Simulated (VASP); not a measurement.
CdS (Greenockite), 4 atoms in the cell. The structure is hexagonal, space group P6_3mc (No. 186). The conventional cell has a = 4.094 Å, b = 4.094 Å, c = 6.619 Å, α = 90.00°, β = 90.00°, γ = 120.00°. Within 3.3 Å of Cd (site symmetry 3m) lie 4 S at 2.49 to 2.50 Å. Within 3.3 Å of S (site symmetry 3m) lie 4 Cd at 2.49 to 2.50 Å.  This cell differs from its parent crystal: in-plane strain +0.005.

- Program: VASP 6.6.1
- Task: single point
- Functional: LDA
- Potentials or basis: VASP PAW LDA potentials, release 64 (Cd, S)
- Cutoff: 520 eV
- k mesh: 6 × 6 × 4
- Occupations: gaussian, width 0.01 eV
- Spin: no spin polarisation
- Dipole correction: no
- Further INCAR settings: ALGO = Normal; EDIFF = 1e-06; NBANDS = 26

Potentials or basis: VASP PAW LDA potentials, release 64 (Cd, S).

Launch:

```bash
$ cat potpaw_LDA.64/Cd/POTCAR potpaw_LDA.64/S/POTCAR > POTCAR
$ mpirun -np 1 vasp_std > vasp.out
```

Hardware: 1 thread of Intel(R) Xeon(R) Platinum 8259CL CPU @ 2.50GHz (Skylake/Cascade Lake), on a shared host.

Task: How long does it take, and how much memory?

Result: Run time: 63 s on 1 thread of Intel(R) Xeon(R) Platinum 8259CL CPU @ 2.50GHz (Skylake/Cascade Lake), with other jobs on the host, peak memory 0.19 GiB. Counts: scf iterations 12, k points 21.
